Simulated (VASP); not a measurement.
# NaCl (Pm-3m) in VASP: notebook

NaCl is run at these levels: PBE; tasks: single point.

Everything below comes from runs of VASP 6.6.1. Logs are shortened: lines on timing, memory, paths and dates and some standing lists are left out, and cuts for length are marked.

### 1 The cell of the first run

It takes space group Pm-3m (No. 221, cubic). Conventional cell: a = 3.516 Å, b = 3.516 Å, c = 3.516 Å, α = 90.00°, β = 90.00°, γ = 90.00°. Within 4.0 Å of Na (site symmetry m-3m) lie 8 Cl at 3.05 Å and 6 Na at 3.52 Å. Within 4.0 Å of Cl (site symmetry m-3m) lie 8 Na at 3.05 Å and 6 Cl at 3.52 Å.

### 2 Single point, PBE (volume changed by +5%)

Input file INCAR:

```
PREC     = Accurate       # precision mode
ENCUT    = 520            # plane-wave cutoff, eV
EDIFF    = 1E-6           # SCF threshold, eV
ISMEAR   = 0              # smearing method
SIGMA    = 0.01           # smearing width, eV
LREAL    = False          # projectors in reciprocal space
LASPH    = True           # aspherical terms in the spheres
NELM     = 60             # most SCF steps
ALGO     = Normal         # electronic algorithm
ISIF     = 2              # what is computed and relaxed
LWAVE    = False          # write WAVECAR
LCHARG   = False          # write CHGCAR
GGA      = PE             # functional
NBANDS   = 14             # bands
```

Input file KPOINTS:

```
regular mesh
0
Gamma
  4 4 4
```

Input file POSCAR:

```
NaCl
1.0
    3.5162697434      0.0000000000      0.0000000000
    0.0000000000      3.5162697434      0.0000000000
    0.0000000000      0.0000000000      3.5162697434
Na Cl
1 1
Direct
    0.0000000000      0.0000000000      0.0000000000
    0.5000000000      0.5000000000      0.5000000000
```

Potentials or basis: VASP PAW PBE potentials, release 64 (Na_pv, Cl).

Started as:

```sh
cat potpaw_PBE.64/Na_pv/POTCAR potpaw_PBE.64/Cl/POTCAR > POTCAR
mpirun -np 1 vasp_std > vasp.out
```

OUTCAR:

```text
PREC = Accurate
   ENCUT = 520
   EDIFF = 1E-6
   ISMEAR = 0
   LREAL = False
   LASPH = True
   NELM = 60
   ISIF = 2
   GGA = PE

 ion  position               nearest neighbor table
   1  0.000  0.000  0.000-
   2  0.500  0.500  0.500-

  LATTYP: Found a simple cubic cell.
 ALAT       =     3.5162697434

  Lattice vectors:

 A1 = (   3.5162697434,   0.0000000000,   0.0000000000)
 A2 = (   0.0000000000,   3.5162697434,   0.0000000000)
 A3 = (   0.0000000000,   0.0000000000,   3.5162697434)

Analysis of symmetry for initial positions (statically):
=====================================================================
 Subroutine PRICEL returns:
 Original cell was already a primitive cell.

 Routine SETGRP: Setting up the symmetry group for a
 simple cubic supercell.

 Subroutine GETGRP returns: Found 48 space group operations
 (whereof 48 operations were pure point group operations)
 out of a pool of 48 trial point group operations.

The static configuration has the point symmetry O_h .

Analysis of symmetry for dynamics (positions and initial velocities):
=====================================================================
 Subroutine PRICEL returns:
 Original cell was already a primitive cell.

 Routine SETGRP: Setting up the symmetry group for a
 simple cubic supercell.

 Subroutine GETGRP returns: Found 48 space group operations
 (whereof 48 operations were pure point group operations)
 out of a pool of 48 trial point group operations.

The dynamic configuration has the point symmetry O_h .

 Subroutine INISYM returns: Found 48 space group operations
 (whereof 48 operations are pure point group operations),
 and found     1 'primitive' translations

----------------------------------------------------------------------------------------

                                     Primitive cell

  volume of cell :      43.4757

  direct lattice vectors                    reciprocal lattice vectors
     3.516269743  0.000000000  0.000000000     0.284392289  0.000000000  0.000000000
     0.000000000  3.516269743  0.000000000     0.000000000  0.284392289  0.000000000
     0.000000000  0.000000000  3.516269743     0.000000000  0.000000000  0.284392289

  length of vectors
     3.516269743  3.516269743  3.516269743     0.284392289  0.284392289  0.284392289

  position of ions in fractional coordinates (direct lattice)
     0.000000000  0.000000000  0.000000000
     0.500000000  0.500000000  0.500000000

  ion indices of the primitive-cell ions
   primitive index   ion index
                 1           1
                 2           2

----------------------------------------------------------------------------------------

 KPOINTS: regular mesh

Automatic generation of k-mesh.
 Grid dimensions read from file:
 generate k-points for:    4    4    4

 Generating k-lattice:

  Cartesian coordinates                     Fractional coordinates (reciprocal lattice)
     0.071098072  0.000000000  0.000000000     0.250000000  0.000000000  0.000000000
     0.000000000  0.071098072  0.000000000     0.000000000  0.250000000  0.000000000
     0.000000000  0.000000000  0.071098072     0.000000000  0.000000000  0.250000000

  Length of vectors
     0.071098072  0.071098072  0.071098072

  Shift w.r.t. Gamma in fractional coordinates (k-lattice)
     0.000000000  0.000000000  0.000000000

 Subroutine IBZKPT returns following result:
 ===========================================

 Found     10 irreducible k-points:

 Following reciprocal coordinates:
            Coordinates               Weight
  0.000000  0.000000  0.000000      1.000000
  0.250000  0.000000  0.000000      6.000000
  0.500000  0.000000  0.000000      3.000000
  0.250000  0.250000  0.000000     12.000000
  0.500000  0.250000  0.000000     12.000000
  0.500000  0.500000  0.000000      3.000000
  0.250000  0.250000  0.250000      8.000000
  0.500000  0.250000  0.250000     12.000000
  0.500000  0.500000  0.250000      6.000000
  0.500000  0.500000  0.500000      1.000000
   k-points           NKPTS =     10   k-points in BZ     NKDIM =     10   number of bands    NBANDS=     14
   number of dos      NEDOS =    301   number of ions     NIONS =      2
   total plane-waves  NPLWV =  21952
   dimension x,y,z NGX =    28 NGY =   28 NGZ =   28
   dimension x,y,z NGXF=    56 NGYF=   56 NGZF=   56
   ions per type =               1   1
   NGX,Y,Z   is equivalent  to a cutoff of  13.24, 13.24, 13.24 a.u.
   NGXF,Y,Z  is equivalent  to a cutoff of  26.48, 26.48, 26.48 a.u.
 SYSTEM =  unknown system
   PREC   = accura    normal or accurate (medium, high low for compatibility)
   ISTART =      0    job   : 0-new  1-cont  2-samecut
   ICHARG =      2    charge: 1-file 2-atom 10-const
   ISPIN  =      1    spin polarized calculation?
   LNONCOLLINEAR =      F non collinear calculations
   LSORBIT =      F    spin-orbit coupling
   LASPH  =      T    aspherical Exc in radial PAW
   ENCUT  =  520.0 eV  38.22 Ry    6.18 a.u.   6.54  6.54  6.54*2*pi/ulx,y,z
   NELM   =     60;   NELMIN=  2; NELMDL= -5     # of ELM steps
   EDIFF  = 0.1E-05   stopping-criterion for ELM
   LREAL  =      F    real-space projection
   EDIFFG = 0.1E-04   stopping-criterion for IOM
   NSW    =      0    number of steps for IOM
   IBRION =     -1    ionic relax: 0-MD 1-quasi-New 2-CG
   NFREE  =      0    steps in history (QN), initial steepest desc. (CG)
   ISIF   =      2    stress and relaxation
   ISYM   =      2    0-nonsym 1-usesym 2-fastsym
   POTIM  = 0.5000    time-step for ionic-motion
   TEBEG  =    0.0;   TEEND  =   0.0 temperature during run
   PSTRESS=    0.0 pullay stress
   NELECT =      14.0000    total number of electrons
   NUPDOWN=      -1.0000    fix difference up-down
   EMIN   =  10.00;   EMAX   =-10.00  energy-range for DOS
   EFERMI =   0.00;   METHOD = LEGACY
   ISMEAR =     0;   SIGMA  =   0.01  broadening in eV -4-tet -1-fermi 0-gaus
   EFERMI_NEDOS =   21; number of points for ismear=-14 and -15
   IALGO  =     38    algorithm
   IMIX   =      4    mixing-type and parameters
     AMIX     =   0.40;   BMIX     =  1.00
     AMIX_MAG =   1.60;   BMIX_MAG =  1.00
  volume/ion in A,a.u.               =      21.74       146.69
  Fermi-wavevector in a.u.,A,eV,Ry     =   1.122110  2.120480 17.131507  1.259130
  Thomas-Fermi vector in A             =   2.258768
   LORBIT       =      0    0 simple, 1 ext, 2 COOP (PROOUT), +10 PAW based schemes
   GGA     = PE    functional components
   LHFCALC =     F    Hartree Fock is set to
   AEXX    =    0.0000 exact exchange contribution
   IVDW    =     0    specifies the selected vdW correction
   LEPSILON=     F    determine dielectric tensor
   LRPA    =     F    only Hartree local field effects (RPA)
 non-spin polarized calculation
 Gauss-broadening in eV      SIGMA  =   0.01
  energy-cutoff  :      520.00
  volume of cell :       43.48
 maximum number of plane-waves:      1189
 NGX is ok and might be reduce to    28
   NGX = 13   NGY = 13   NGZ = 13

 number of electron      13.9999980 magnetization

 Free energy of the ion-electron system (eV)
  ---------------------------------------------------
  ext. energy  EPLUGINS =         0.00000000
  ---------------------------------------------------
  free energy    TOTEN  =        -6.46024980 eV

  energy without entropy =       -6.46024980  energy(sigma->0) =       -6.46024980

 E-fermi :   0.4362     XC(G=0):  -8.3780

 val. band max:        0.3513905544   @ k =   0.5000   0.5000   0.0000
 cond. band min:       4.2842411923   @ k =   0.0000   0.0000   0.0000
 fundamental gap:      3.9328506379
 Fermi energy:         0.4362081162

 k-point     1 :       0.0000    0.0000    0.0000
  band No.  band energies     occupation
      1     -21.7496      2.00000
      2     -21.7496      2.00000
      3     -21.7496      2.00000
      4     -12.9834      2.00000
      5      -0.1300      2.00000
      6      -0.1300      2.00000
      7      -0.1300      2.00000
      8       4.2842      0.00000
      9       8.9376      0.00000
     10       8.9376      0.00000
     11      15.9191      0.00000
     12      15.9191      0.00000
     13      15.9191      0.00000
     14      16.2164      0.00000

 k-point     2 :       0.2500    0.0000    0.0000
  band No.  band energies     occupation
      1     -21.7690      2.00000
      2     -21.7479      2.00000
      3     -21.7479      2.00000
      4     -12.8172      2.00000
      5      -1.5278      2.00000
      6      -0.0178      2.00000
      7      -0.0178      2.00000
      8       5.6327      0.00000
      9       9.6034      0.00000
     10       9.6921      0.00000
     11      13.3330      0.00000
     12      13.3330      0.00000
     13      15.3593      0.00000
     14      15.9683      0.00000

 k-point     3 :       0.5000    0.0000    0.0000
  band No.  band energies     occupation
      1     -21.7882      2.00000
      2     -21.7462      2.00000
      3     -21.7462      2.00000
      4     -12.6379      2.00000
      5      -2.5387      2.00000
      6       0.1006      2.00000
      7       0.1006      2.00000
      8       7.2296      0.00000
      9       8.8288      0.00000
     10      10.8636      0.00000
     11      12.1578      0.00000
     12      12.1578      0.00000
     13      13.2945      0.00000
     14      17.2375      0.00000
[... 86 lines left out ...]
 k-point     9 :       0.5000    0.5000    0.2500
  band No.  band energies     occupation
      1     -21.7775      2.00000
      2     -21.7775      2.00000
      3     -21.7591      2.00000
      4     -12.2514      2.00000
      5      -1.6742      2.00000
      6      -1.6742      2.00000
      7      -0.6439      2.00000
      8       6.5213      0.00000
      9       8.7866      0.00000
     10       8.7866      0.00000
     11      12.6281      0.00000
     12      14.1098      0.00000
     13      15.1884      0.00000
     14      15.1884      0.00000

 k-point    10 :       0.5000    0.5000    0.5000
  band No.  band energies     occupation
      1     -21.7749      2.00000
      2     -21.7749      2.00000
      3     -21.7749      2.00000
      4     -12.1158      2.00000
      5      -1.4578      2.00000
      6      -1.4578      2.00000
      7      -1.4578      2.00000
      8       7.4654      0.00000
      9       7.4654      0.00000
     10       7.4654      0.00000
     11      11.8946      0.00000
     12      16.1149      0.00000
     13      16.1149      0.00000
     14      16.1149      0.00000

------------------------ aborting loop because EDIFF is reached ----------------------------------------

  FORCE on cell =-STRESS in cart. coord.  units (eV):
  Direction    XX          YY          ZZ          XY          YZ          ZX
  --------------------------------------------------------------------------------------
  -------------------------------------------------------------------------------------
  Total       -0.0418973     -0.0418973     -0.0418973      0.0000000      0.0000000      0.0000000
  in kB       -1.5440095     -1.5440095     -1.5440095      0.0000000      0.0000000      0.0000000
  external PRESSURE =      -1.5440095 kB  Pullay stress =       0.0000000 kB

 VOLUME and BASIS-vectors are now :
 -----------------------------------------------------------------------------
  energy-cutoff  :      520.00
  volume of cell :       43.48
      direct lattice vectors                 reciprocal lattice vectors
     3.516269743  0.000000000  0.000000000     0.284392289  0.000000000  0.000000000
     0.000000000  3.516269743  0.000000000     0.000000000  0.284392289  0.000000000
     0.000000000  0.000000000  3.516269743     0.000000000  0.000000000  0.284392289

 POSITION                                       TOTAL-FORCE (eV/Angst)
 -----------------------------------------------------------------------------------
      0.00000      0.00000      0.00000         0.000000      0.000000      0.000000
      1.75813      1.75813      1.75813         0.000000      0.000000      0.000000
 -----------------------------------------------------------------------------------
    total drift:                               -0.000000      0.000000      0.000000

  FREE ENERGIE OF THE ION-ELECTRON SYSTEM (eV)
  ---------------------------------------------------
  free  energy   TOTEN  =        -6.4602498017 eV

  energy  without entropy=       -6.4602498017  energy(sigma->0) =       -6.46024980
```

Wall time 3 s (1 thread of Intel Xeon 6975P-C (Granite Rapids), shared host); peak memory 0.14 GiB.

What came out:

```
Free energy            : -6.4602 eV
Pressure               : -0.2 GPa
Band gap on the k mesh : 3.93 eV, indirect (least direct gap 4.41 eV)
```

Caveat: the k points lie up to 0.45 Å⁻¹ apart. A k mesh can miss the band edges.

### 3 Single point, PBE (volume changed by +10%)

Input file INCAR:

```
SYSTEM = NaCl
  PREC = Accurate
  ENCUT = 520
  EDIFF = 1E-6
  ISMEAR = 0
  SIGMA = 0.01
  LREAL = .False.
  LASPH = .True.
  NELM = 60
  ALGO = Normal
  ISIF = 2
  LWAVE = .False.
  LCHARG = .False.
  GGA = PE
  NBANDS = 14
```

Input file KPOINTS:

```
regular mesh
0
Gamma
  4 4 4
  0 0 0
```

Input file POSCAR:

```
NaCl
1.0
    3.5712203338      0.0000000000      0.0000000000
    0.0000000000      3.5712203338      0.0000000000
    0.0000000000      0.0000000000      3.5712203338
Na Cl
1 1
Direct
    0.0000000000      0.0000000000      0.0000000000
    0.5000000000      0.5000000000      0.5000000000
```

Potentials or basis: VASP PAW PBE potentials, release 64 (Na_pv, Cl).

Started as:

```sh
cat potpaw_PBE.64/Na_pv/POTCAR potpaw_PBE.64/Cl/POTCAR > POTCAR
mpirun -np 1 vasp_std > vasp.out
```

It took 2.9 s on 1 thread of Intel Xeon 6975P-C (Granite Rapids), shared host; peak memory 0.14 GiB.

The run converged. Its results:

| Quantity | Value |
| --- | --- |
| Free energy | -6.4519 eV |
| Pressure | -1.2 GPa |
| Band gap on the k mesh | 3.79 eV, indirect (least direct gap 4.23 eV) |

Levels at points of the mesh, in eV from the valence-band top:
```
           k point  band 3  band 4  band 5  band 6  band 7  band 8  band 9  band 10  band 11  band 12
(0.00, 0.00, 0.00)  -22.16  -13.18   -0.45   -0.45   -0.45    3.79    8.62     8.62    15.14    15.14
(0.50, 0.00, 0.00)  -22.15  -12.88   -2.69   -0.23   -0.23    6.73    8.17    10.52    11.69    11.69
(0.50, 0.50, 0.00)  -22.15  -12.65   -2.06   -2.06    0.00    5.53    9.75    10.64    10.64    12.50
(0.50, 0.50, 0.50)  -22.18  -12.42   -1.68   -1.68   -1.68    7.11    7.11     7.11    11.18    15.33
```

Caveat: the k points lie up to 0.44 Å⁻¹ apart. A k mesh can miss the band edges.
